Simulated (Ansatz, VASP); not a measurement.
**BN in VASP and in Ansatz**

File INCAR:

```
PREC     = Accurate       # precision mode
ENCUT    = 520            # plane-wave cutoff, eV
EDIFF    = 1E-7           # SCF threshold, eV
ISMEAR   = 0              # smearing method
SIGMA    = 0.05           # smearing width, eV
LREAL    = False          # projectors in reciprocal space
LASPH    = True           # aspherical terms in the spheres
NELM     = 60             # most SCF steps
ALGO     = Normal         # electronic algorithm
ISIF     = 2              # what is computed and relaxed
LWAVE    = False          # write WAVECAR
LCHARG   = True           # write CHGCAR
GGA      = PS             # functional
LELF     = True           # ELF
LVHAR    = True         
NBANDS   = 16             # bands
```

The input KPOINTS:

```
regular mesh
0
Gamma
  12 12 6
```

Contents of POSCAR:

```
BN
1.0
    2.5539396017      0.0000000000      0.0000000000
   -1.2769698009      2.2117765748      0.0000000000
    0.0000000000      0.0000000000      4.2268550000
B N
2 2
Direct
    0.6666666667      0.3333333333      0.9997240000
    0.3333333333      0.6666666667      0.4997240000
    0.5793227787      0.2693931696      0.6489342518
    0.3333333333      0.6666666667      0.1252760000
```

Input for Ansatz:

```yaml
crystal:
  lattice:
    - [2.5539396017, 0.0, 0.0]
    - [-1.2769698009, 2.2117765748, 0.0]
    - [0.0, 0.0, 4.226855]
  atoms:
    - { symbol: B, position: [0.6666666667, 0.3333333333, 0.999724] }
    - { symbol: B, position: [0.3333333333, 0.6666666667, 0.499724] }
    - { symbol: "N", position: [0.5793227787, 0.2693931696, 0.6489342518] }
    - { symbol: "N", position: [0.3333333333, 0.6666666667, 0.125276] }
basis:
  ecutwfc: 650.0
kpoints:
  mp_grid: { grid: [12, 12, 6] }
hamiltonian:
  xc: pbesol
scf:
  occupations: { method: gaussian, width: 0.05 }
output:
  forces: true
  stress: true
  eigenvalues: true
```

Alike in both runs: task single point; functional PBEsol; k mesh 12 × 12 × 6; occupations gaussian, width 0.05 eV; no spin polarisation.

|  | VASP | Ansatz |
| --- | --- | --- |
| version | VASP 6.6.1 | Ansatz 0.2.0 |
| potentials or method | VASP PAW PBE potentials, release 64 (B, N), cutoff 520 eV | scalar-relativistic, plane waves, PAW |
| valence electrons in the cell | 16 | 16 |

Ansatz gave:

| Item | Value |
| --- | --- |
| gap on the k mesh at the Fermi level (eV) | 3.44 |
| least direct gap on the mesh (eV) | 6.95 |
| pressure (GPa) | -0.6 |
| traceless stress, the component that is largest in VASP (GPa) | 2.14 |
| rms of the force components (eV/Å) | 1.535 |

Estimate VASP's values.

gap on the k mesh at the Fermi level (eV): 3.43; least direct gap on the mesh (eV): 6.95; pressure (GPa): 0.0; traceless stress, the component that is largest in VASP (GPa): 2.20; rms of the force components (eV/Å): 1.541.

VASP's potentials were made for PBE, not for PBEsol. Atom by atom the forces differ by 0.008 eV/Å (rms over components).
